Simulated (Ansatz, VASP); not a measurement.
# One calculation of AgCl, two programs

Contents of INCAR:

```
PREC = Accurate
ENCUT = 520
EDIFF = 1E-6
ISMEAR = 0
SIGMA = 0.05
LREAL = F
LASPH = T
NELM = 100
ALGO = Normal
ISIF = 2
LWAVE = F
LCHARG = F
GGA = PS
NBANDS = 26
```

KPOINTS

```
regular mesh
0
Gamma
  10 10 6
```

File POSCAR:

```
AgCl
1.0
    3.0979780550      0.0000000000      0.0000000000
    0.0000000000      3.3311591989      0.0000000000
    0.0000000000      0.0000000000      6.6623183978
Ag Cl
2 2
Direct
    0.0000000000      0.0000000000      0.0000000000
    0.0000000000      0.0000000000      0.5000000000
    0.3809123262      0.5000000000      0.2500000000
    0.6190876738      0.5000000000      0.7500000000
```

Input for Ansatz:

```yaml
crystal:
  lattice:
    - [3.097978055, 0.0, 0.0]
    - [0.0, 3.3311591989, 0.0]
    - [0.0, 0.0, 6.6623183978]
  atoms:
    - { symbol: Ag, position: [0.0, 0.0, 0.0] }
    - { symbol: Ag, position: [0.0, 0.0, 0.5] }
    - { symbol: Cl, position: [0.3809123262, 0.5, 0.25] }
    - { symbol: Cl, position: [0.6190876738, 0.5, 0.75] }
basis:
  ecutwfc: 420
kpoints:
  mp_grid: { grid: [10, 10, 6] }
hamiltonian:
  xc: pbesol
scf:
  occupations: { method: gaussian, width: 0.05 }
output:
  forces: true
  stress: true
  eigenvalues: true
```

Change from the starting cell: mode 1 frozen in at -0.397 Å, normal strain along x -0.0700.

Alike in both runs: task single point; functional PBEsol; k mesh 10 × 10 × 6; occupations gaussian, width 0.05 eV; no spin polarisation.

|  | VASP | Ansatz |
| --- | --- | --- |
| version | VASP 6.6.1 | Ansatz 0.2.0 |
| potentials or method | VASP PAW PBE potentials, release 64 (Ag, Cl), cutoff 520 eV | scalar-relativistic, plane waves, PAW |
| valence electrons in the cell | 36 | 52 |

```csv
,VASP,Ansatz,Ansatz less VASP
gap on the k mesh at the Fermi level (eV),0.66,0.66,-0.001
least direct gap on the mesh (eV),0.69,0.69,-0.001
pressure (GPa),7.9,8.1,+0.15
"traceless stress, the component that is largest in VASP (GPa)",2.92,2.90,-0.023
rms of the force components (eV/Å),0.030,0.031,+0.0018
```

VASP's potentials were made for PBE, not for PBEsol. Atom by atom the forces differ by 0.002 eV/Å (rms over components). VASP's potentials hold 36 valence electrons a cell and Ansatz's 52, so a difference there can come from the potentials and not from the codes.
